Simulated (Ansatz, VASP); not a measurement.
# Rh: VASP beside Ansatz

```
Rh
1.0
     2.67543    0.00000    0.00000
    -1.33772    2.31699    0.00000
     0.00000    0.00000    8.72714
Rh
4
Direct
  0.00000 0.00000 0.00000
  0.33333 0.66667 0.25000
  0.00000 0.00000 0.50000
  0.66667 0.33333 0.75000
```

Alike in both runs: functional PBEsol; k mesh 18 × 18 × 6; occupations gaussian, width 0.1 eV; no spin polarisation.

Ansatz relaxed the structure, and its values are those at the end. VASP's run is a single point on that final structure, the one shown.

|  | VASP | Ansatz |
| --- | --- | --- |
| version | VASP 6.6.1 | Ansatz 0.2.0 |
| potentials or method | VASP PAW PBE potentials, release 64 (Rh_pv), cutoff 520 eV | scalar-relativistic, plane waves, PAW |
| valence electrons in the cell | 60 | 68 |

```tsv
	VASP	Ansatz	Ansatz less VASP
gap on the k mesh at the Fermi level (eV)	none	none	-
pressure (GPa)	-0.1	0.0	+0.08
```

VASP's potentials were made for PBE, not for PBEsol. A gap of «none» marks a metal or a gap that the smearing closes. The functional is the same, so the differences come from potentials, cutoffs and numerics. VASP's potentials hold 60 valence electrons a cell and Ansatz's 68, so a difference there can come from the potentials and not from the codes.
